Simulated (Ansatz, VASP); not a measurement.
Two plane-wave programs on GaP

File INCAR:

```
SYSTEM = GaP
  PREC = Accurate
  ENCUT = 600
  EDIFF = 1E-6
  ISMEAR = -1
  SIGMA = 0.1
  LREAL = .False.
  LASPH = .True.
  NELM = 60
  ALGO = Normal
  ISIF = 3
  LWAVE = .False.
  LCHARG = .False.
  GGA = CA
  IBRION = 2
  NSW = 100
  EDIFFG = -0.002
```

The input KPOINTS:

```
Automatic mesh
0
Gamma
  10 10 10
  0 0 0
```

POSCAR

```
GaP
1.0
    0.0000000000      2.7252500000      2.7252500000
    2.7252500000      0.0000000000      2.7252500000
    2.7252500000      2.7252500000      0.0000000000
Ga P
1 1
Direct
    0.0000000000      0.0000000000      0.0000000000
    0.7500000000      0.7500000000      0.7500000000
```

Input for Ansatz:

```yaml
crystal:
  lattice:
    - [0.0, 2.72525, 2.72525]
    - [2.72525, 0.0, 2.72525]
    - [2.72525, 2.72525, 0.0]
  atoms:
    - { symbol: Ga, position: [0.0, 0.0, 0.0] }
    - { symbol: P, position: [0.75, 0.75, 0.75] }
kpoints:
  mp_grid: { grid: [10, 10, 10] }
scf:
  occupations: { method: fermi_dirac, width: 0.1 }
hamiltonian:
  xc: lda
  pseudopotentials: { kind: paw }
relax:
  f_tol: 0.002
  max_steps: 80
  cell: {}
output:
  forces: true
  stress: true
```

Alike in both runs: task relaxation of cell and atoms; functional LDA; k mesh 10 × 10 × 10; occupations fermi-dirac, width 0.1 eV; no spin polarisation.

|  | VASP | Ansatz |
| --- | --- | --- |
| version | VASP 6.6.1 | Ansatz 0.2.0 |
| potentials or method | VASP PAW LDA potentials, release 64 (Ga_d, P) | PAW with Ansatz's default frozen-core files, scalar-relativistic |
| plane-wave cutoff (eV) | 600 | 420 |
| valence electrons in the cell | 18 | 18 |

Ansatz gave:

- relaxed volume (Å³/atom): 19.59
- relaxed cell length with the largest relative difference (Å): 3.812

Problem. What did VASP give for the same quantities?

Solution. Relaxed volume (Å³/atom): 19.61; relaxed cell length with the largest relative difference (Å): 3.814.

LDA's correlation is that of Perdew and Zunger in VASP and of Perdew and Wang (1992) in Ansatz.
